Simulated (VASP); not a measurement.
# AlFe3 (I4/mmm) in VASP: single point with LDA

Aim: the single point of AlFe3 with LDA.

Program: VASP 6.6.1. These are calculated values, not measurements. Logs are shortened: lines on timing, memory, paths and dates and some standing lists are left out, and cuts for length are marked.

## 1. The cell of the first run

The structure is tetragonal, space group I4/mmm (No. 139). Conventional cell: a = 3.893 Å, b = 3.893 Å, c = 6.352 Å, α = 90.00°, β = 90.00°, γ = 90.00°. Within 3.3 Å of Al (site symmetry 4/mmm) lie 14 Fe at 2.51 to 3.18 Å. Fe (site symmetry 4/mmm) has 8 Fe at 2.51 Å and 6 Al at 2.75 to 3.18 Å within 3.3 Å. Fe (site symmetry -4m2) has 4 Al at 2.51 Å and 10 Fe at 2.51 to 3.18 Å within 3.3 Å.

## 2. Single point, LDA, collinear spin, ferromagnetic start (stretched by +10 % along [0.0, 0.0, 1.0] at fixed volume)

The input, INCAR:

```
PREC = Accurate
ENCUT = 520
EDIFF = 1E-6
ISMEAR = -1
SIGMA = 0.1
LREAL = False
LASPH = True
NELM = 150
ALGO = Normal
ISIF = 2
LWAVE = False
LCHARG = False
ISPIN = 2
MAGMOM = 0 2.3 2 2
LORBIT = 11
LMAXMIX = 4
GGA = CA
NBANDS = 26
```

The input, KPOINTS:

```
regular mesh
0
Gamma
  8 8 8
```

The input, POSCAR:

```
AlFe3
1.0
    0.0000000000      2.7527820292      3.1758563643
    2.7527820292      0.0000000000      3.1758563643
    2.7527820292      2.7527820292      0.0000000000
Al Fe
1 3
Direct
    0.0000000000      0.0000000000      0.0000000000
    0.5000000000      0.5000000000      0.5000000000
    0.2500000000      0.2500000000      0.2500000000
    0.7500000000      0.7500000000      0.7500000000
```

Potentials or basis: VASP PAW LDA potentials, release 64 (Al, Fe).

On the command line:

```bash
$ cat potpaw_LDA.64/Al/POTCAR potpaw_LDA.64/Fe/POTCAR > POTCAR
$ mpirun -np 1 vasp_std > vasp.out
```

OUTCAR:

```text
PREC = Accurate
   ENCUT = 520
   EDIFF = 1E-6
   ISMEAR = -1
   LREAL = False
   LASPH = True
   NELM = 150
   ISIF = 2
   ISPIN = 2
   LORBIT = 11
   GGA = CA

 ion  position               nearest neighbor table
   1  0.000  0.000  0.000-   4 2.51   4 2.51   4 2.51   3 2.51   4 2.51   3 2.51   3 2.51   3 2.51
                             2 2.75   2 2.75   2 2.75   2 2.75   2 3.18   2 3.18
   2  0.500  0.500  0.500-   3 2.51   3 2.51   3 2.51   3 2.51   4 2.51   4 2.51   4 2.51   4 2.51
                             1 2.75   1 2.75   1 2.75   1 2.75   1 3.18   1 3.18
   3  0.250  0.250  0.250-   1 2.51   1 2.51   1 2.51   1 2.51   2 2.51   2 2.51   2 2.51   2 2.51
                             4 2.75   4 2.75   4 2.75   4 2.75
   4  0.750  0.750  0.750-   2 2.51   2 2.51   2 2.51   1 2.51   2 2.51   1 2.51   1 2.51   1 2.51
                             3 2.75   3 2.75   3 2.75   3 2.75

  LATTYP: Found a body centered tetragonal cell.
 ALAT       =     3.8930216800
 C/A-ratio  =     1.6315636672

  Lattice vectors:

 A1 = (  -2.7527820292,   0.0000000000,   3.1758563643)
 A2 = (   2.7527820292,   0.0000000000,   3.1758563643)
 A3 = (   0.0000000000,   2.7527820292,  -3.1758563643)

Analysis of symmetry for initial positions (statically):
=====================================================================
 Subroutine PRICEL returns:
 Original cell was already a primitive cell.

 Routine SETGRP: Setting up the symmetry group for a
 body centered tetragonal supercell.

 Subroutine GETGRP returns: Found 16 space group operations
 (whereof 16 operations were pure point group operations)
 out of a pool of 16 trial point group operations.

The static configuration has the point symmetry D_4h.

Analysis of symmetry for dynamics (positions and initial velocities):
=====================================================================
 Subroutine PRICEL returns:
 Original cell was already a primitive cell.

 Routine SETGRP: Setting up the symmetry group for a
 body centered tetragonal supercell.

 Subroutine GETGRP returns: Found 16 space group operations
 (whereof 16 operations were pure point group operations)
 out of a pool of 16 trial point group operations.

The dynamic configuration has the point symmetry D_4h.

Analysis of structural, dynamic, and magnetic symmetry:
=====================================================================
 Subroutine PRICEL returns:
 Original cell was already a primitive cell.

 Routine SETGRP: Setting up the symmetry group for a
 body centered tetragonal supercell.

 Subroutine GETGRP returns: Found 16 space group operations
 (whereof 16 operations were pure point group operations)
 out of a pool of 16 trial point group operations.

The overall configuration has the point symmetry D_4h.

 Subroutine INISYM returns: Found 16 space group operations
 (whereof 16 operations are pure point group operations),
 and found     1 'primitive' translations

----------------------------------------------------------------------------------------

                                     Primitive cell

  volume of cell :      48.1321

  direct lattice vectors                    reciprocal lattice vectors
     0.000000000  2.752782029  3.175856364    -0.181634432  0.181634432  0.157437851
     2.752782029  0.000000000  3.175856364     0.181634432 -0.181634432  0.157437851
     2.752782029  2.752782029  0.000000000     0.181634432  0.181634432 -0.157437851

  length of vectors
     4.202841009  4.202841009  3.893021680     0.301278626  0.301278626  0.301278626

  position of ions in fractional coordinates (direct lattice)
     0.000000000  0.000000000  0.000000000
     0.500000000  0.500000000  0.500000000
     0.250000000  0.250000000  0.250000000
     0.750000000  0.750000000  0.750000000

  ion indices of the primitive-cell ions
   primitive index   ion index
                 1           1
                 2           2
                 3           3
                 4           4

----------------------------------------------------------------------------------------

 KPOINTS: regular mesh

Automatic generation of k-mesh.
 Grid dimensions read from file:
 generate k-points for:    8    8    8

 Generating k-lattice:

  Cartesian coordinates                     Fractional coordinates (reciprocal lattice)
    -0.022704304  0.022704304  0.019679731     0.125000000  0.000000000  0.000000000
     0.022704304 -0.022704304  0.019679731     0.000000000  0.125000000  0.000000000
     0.022704304  0.022704304 -0.019679731     0.000000000  0.000000000  0.125000000

  Length of vectors
     0.037659828  0.037659828  0.037659828

  Shift w.r.t. Gamma in fractional coordinates (k-lattice)
     0.000000000  0.000000000  0.000000000

 Subroutine IBZKPT returns following result:
 ===========================================

 Found     59 irreducible k-points:

 Following reciprocal coordinates:
            Coordinates               Weight
  0.000000  0.000000  0.000000      1.000000
  0.125000  0.000000  0.000000      8.000000
  0.250000  0.000000  0.000000      8.000000
  0.375000  0.000000  0.000000      8.000000
  0.500000  0.000000  0.000000      4.000000
  0.125000  0.125000  0.000000      2.000000
[... 16 lines left out ...]
  0.250000  0.000000  0.125000     16.000000
  0.375000  0.000000  0.125000     16.000000
 [... further k-points ...]
   k-points           NKPTS =     59   k-points in BZ     NKDIM =     59   number of bands    NBANDS=     26
   number of dos      NEDOS =    301   number of ions     NIONS =      4
   total plane-waves  NPLWV =  30720
   dimension x,y,z NGX =    32 NGY =   32 NGZ =   30
   dimension x,y,z NGXF=    64 NGYF=   64 NGZF=   60
   ions per type =               1   3
   NGX,Y,Z   is equivalent  to a cutoff of  12.66, 12.66, 12.81 a.u.
   NGXF,Y,Z  is equivalent  to a cutoff of  25.32, 25.32, 25.62 a.u.
 SYSTEM =  unknown system
   PREC   = accura    normal or accurate (medium, high low for compatibility)
   ISTART =      0    job   : 0-new  1-cont  2-samecut
   ICHARG =      2    charge: 1-file 2-atom 10-const
   ISPIN  =      2    spin polarized calculation?
   LNONCOLLINEAR =      F non collinear calculations
   LSORBIT =      F    spin-orbit coupling
   LASPH  =      T    aspherical Exc in radial PAW
   ENCUT  =  520.0 eV  38.22 Ry    6.18 a.u.   7.81  7.81  7.24*2*pi/ulx,y,z
   NELM   =    150;   NELMIN=  2; NELMDL= -5     # of ELM steps
   EDIFF  = 0.1E-05   stopping-criterion for ELM
   LREAL  =      F    real-space projection
   EDIFFG = 0.1E-04   stopping-criterion for IOM
   NSW    =      0    number of steps for IOM
   IBRION =     -1    ionic relax: 0-MD 1-quasi-New 2-CG
   NFREE  =      0    steps in history (QN), initial steepest desc. (CG)
   ISIF   =      2    stress and relaxation
   ISYM   =      2    0-nonsym 1-usesym 2-fastsym
   POTIM  = 0.5000    time-step for ionic-motion
   TEBEG  =    0.0;   TEEND  =   0.0 temperature during run
   PSTRESS=    0.0 pullay stress
   NELECT =      27.0000    total number of electrons
   NUPDOWN=      -1.0000    fix difference up-down
   EMIN   =  10.00;   EMAX   =-10.00  energy-range for DOS
   EFERMI =   0.00;   METHOD = LEGACY
   ISMEAR =    -1;   SIGMA  =   0.10  broadening in eV -4-tet -1-fermi 0-gaus
   EFERMI_NEDOS =   21; number of points for ismear=-14 and -15
   IALGO  =     38    algorithm
   IMIX   =      4    mixing-type and parameters
     AMIX     =   0.40;   BMIX     =  1.00
     AMIX_MAG =   1.60;   BMIX_MAG =  1.00
  volume/ion in A,a.u.               =      12.03        81.20
  Fermi-wavevector in a.u.,A,eV,Ry     =   1.350158  2.551429 24.802422  1.822927
  Thomas-Fermi vector in A             =   2.477686
   LORBIT       =     11    0 simple, 1 ext, 2 COOP (PROOUT), +10 PAW based schemes
   GGA     = CA    functional components
   LHFCALC =     F    Hartree Fock is set to
   AEXX    =    0.0000 exact exchange contribution
   IVDW    =     0    specifies the selected vdW correction
   LEPSILON=     F    determine dielectric tensor
   LRPA    =     F    only Hartree local field effects (RPA)
 spin polarized calculation
  energy-cutoff  :      520.00
  volume of cell :       48.13
 maximum number of plane-waves:      1318
   NGX = 15   NGY = 15   NGZ = 15

 number of electron      27.0000005 magnetization       5.9333070

 Free energy of the ion-electron system (eV)
  ---------------------------------------------------
  ext. energy  EPLUGINS =         0.00000000
  ---------------------------------------------------
  free energy    TOTEN  =       -32.50347228 eV

  energy without entropy =      -32.36368742  energy(sigma->0) =      -32.43357985

 E-fermi :   6.5432     XC(G=0): -12.6975

 val. band max:        6.5414936471   @ k =  -0.2500   0.5000   0.2500
 cond. band min:       6.5477505872   @ k =  -0.3750  -0.0000   0.1250
 fundamental gap:      0.0062569401
 Fermi energy:         6.5431631193

 spin component 1

 k-point     1 :       0.0000    0.0000    0.0000
  band No.  band energies     occupation
      1      -2.9576      1.00000
      2       2.4221      1.00000
      3       2.7929      1.00000
      4       2.8029      1.00000
      5       3.1541      1.00000
      6       3.1541      1.00000
[... 17 lines left out ...]
     24      14.4987      0.00000
     25      16.4955      0.00000

 k-point     2 :       0.1250    0.0000    0.0000
  band No.  band energies     occupation
      1      -2.7349      1.00000
      2       2.4171      1.00000
      3       2.7525      1.00000
      4       2.8683      1.00000
      5       3.1112      1.00000
      6       3.2848      1.00000
[... 17 lines left out ...]
     24      15.1252      0.00000
     25      15.7503      0.00000
[... 586 lines left out ...]
     24      16.2848      0.00000
     25      16.8231      0.00000

 k-point    24 :       0.3750    0.0000    0.1250
  band No.  band energies     occupation
      1      -1.2025      1.00000
      2       1.8564      1.00000
      3       2.7029      1.00000
      4       2.8893      1.00000
      5       3.3519      1.00000
      6       3.5942      1.00000
[... 17 lines left out ...]
     24      16.5323      0.00000
     25      17.8026      0.00000

 [... further k-points ...]

 spin component 2

 k-point     1 :       0.0000    0.0000    0.0000
  band No.  band energies     occupation
      1      -2.7724      1.00000
      2       3.8265      1.00000
      3       3.9263      1.00000
      4       4.1663      1.00000
      5       4.1663      1.00000
      6       4.1961      1.00000
[... 17 lines left out ...]
     24      15.4211      0.00000
     25      17.0543      0.00000

 k-point     2 :       0.1250    0.0000    0.0000
  band No.  band energies     occupation
      1      -2.5500      1.00000
      2       3.7071      1.00000
      3       3.9357      1.00000
      4       4.0168      1.00000
      5       4.2154      1.00000
      6       4.4675      1.00000
[... 17 lines left out ...]
     24      15.8888      0.00000
     25      16.3358      0.00000
[... 586 lines left out ...]
     24      16.6640      0.00000
     25      17.4788      0.00000

 k-point    24 :       0.3750    0.0000    0.1250
  band No.  band energies     occupation
      1      -1.0118      1.00000
      2       2.4131      1.00000
      3       3.7651      1.00000
      4       4.0718      1.00000
      5       4.6162      1.00000
      6       4.9490      1.00000
[... 17 lines left out ...]
     24      17.1636      0.00000
     25      18.2258      0.00000

 [... further k-points ...]

 [bands above 25 left out]

------------------------ aborting loop because EDIFF is reached ----------------------------------------

  FORCE on cell =-STRESS in cart. coord.  units (eV):
  Direction    XX          YY          ZZ          XY          YZ          ZX
  --------------------------------------------------------------------------------------
  -------------------------------------------------------------------------------------
  Total       -4.4219896     -4.4219896     -5.3345330      0.0000000      0.0000000     -0.0000000
  in kB     -147.1952533   -147.1952533   -177.5711840      0.0000000      0.0000000     -0.0000000
  external PRESSURE =    -157.3205635 kB  Pullay stress =       0.0000000 kB

 VOLUME and BASIS-vectors are now :
 -----------------------------------------------------------------------------
  energy-cutoff  :      520.00
  volume of cell :       48.13
      direct lattice vectors                 reciprocal lattice vectors
     0.000000000  2.752782029  3.175856364    -0.181634432  0.181634432  0.157437851
     2.752782029  0.000000000  3.175856364     0.181634432 -0.181634432  0.157437851
     2.752782029  2.752782029  0.000000000     0.181634432  0.181634432 -0.157437851

 POSITION                                       TOTAL-FORCE (eV/Angst)
 -----------------------------------------------------------------------------------
      0.00000      0.00000      0.00000        -0.000000      0.000000      0.000000
      2.75278      2.75278      3.17586        -0.000000      0.000000      0.000000
      1.37639      1.37639      1.58793         0.000000     -0.000000     -0.000000
      4.12917      4.12917      4.76378         0.000000     -0.000000      0.000000
 -----------------------------------------------------------------------------------
    total drift:                               -0.000000     -0.000000      0.000000

  FREE ENERGIE OF THE ION-ELECTRON SYSTEM (eV)
  ---------------------------------------------------
  free  energy   TOTEN  =       -32.5034722803 eV

  energy  without entropy=      -32.3636874248  energy(sigma->0) =      -32.43357985

 total charge

# of ion       s       p       d       tot
------------------------------------------
    1        0.414   0.429   0.000   0.843
    2        0.472   0.506   6.244   7.223
    3        0.447   0.505   6.332   7.283
    4        0.447   0.505   6.332   7.283
--------------------------------------------------
tot          1.780   1.945  18.907  22.631

 magnetization (x)

# of ion       s       p       d       tot
------------------------------------------
    1       -0.009  -0.038   0.000  -0.047
    2       -0.008  -0.025   2.266   2.233
    3       -0.005  -0.022   1.903   1.876
    4       -0.005  -0.022   1.903   1.876
--------------------------------------------------
tot         -0.027  -0.107   6.072   5.939
```

Run time: 2.2 min. Hardware: 1 thread of Intel Xeon Platinum 8488C (Sapphire Rapids), shared host; peak memory 0.24 GiB.

Results:

```
Free energy                                           : -32.5035 eV
Pressure                                              : -15.7 GPa
Net moment                                            : 5.93 μB per cell
Site moments                                          : Al -0.05; Fe +2.23, +1.88 μB
Valence electrons inside the program's atomic spheres : Al 0.84; Fe 7.22, 7.28
```

Stress tensor (GPa, compression positive):
```
-14.72   0.00   0.00
  0.00 -14.72   0.00
  0.00   0.00 -17.76
```
